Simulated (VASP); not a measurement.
Input of a VASP 6.6.1 run:

File INCAR:

```
SYSTEM = CdSe
PREC = Accurate
ENCUT = 520
EDIFF = 1E-6
ISMEAR = -1
SIGMA = 0.05
LREAL = .FALSE.
LASPH = .TRUE.
NELM = 80
ALGO = Normal
ISIF = 2
LWAVE = .FALSE.
LCHARG = .FALSE.
GGA = CA
NBANDS = 16
```

File KPOINTS:

```
Automatic mesh
0
G
  12 12 12
  0 0 0
```

POSCAR

```
CdSe
1.0
    0.0000000000      2.3971162950      2.3971162950
    2.3971162950      0.0000000000      2.3971162950
    2.3971162950      2.3971162950      0.0000000000
Cd Se
1 1
Direct
    0.0000000000      0.0000000000      0.0000000000
    0.5000000000      0.5000000000      0.5000000000
```

Potentials or basis: VASP PAW LDA potentials, release 64 (Cd, Se).

Command:

```sh
$ cat potpaw_LDA.64/Cd/POTCAR potpaw_LDA.64/Se/POTCAR > POTCAR
$ mpirun -np 1 vasp_std > vasp.out
```

Problem. Estimate the band gap on the k mesh.

Solution. Zero (band 9 reaches 9.32 eV, above the bottom of band 10 at 8.17 eV).

Problem. What does it give for the pressure?

Solution. 106.8 GPa.
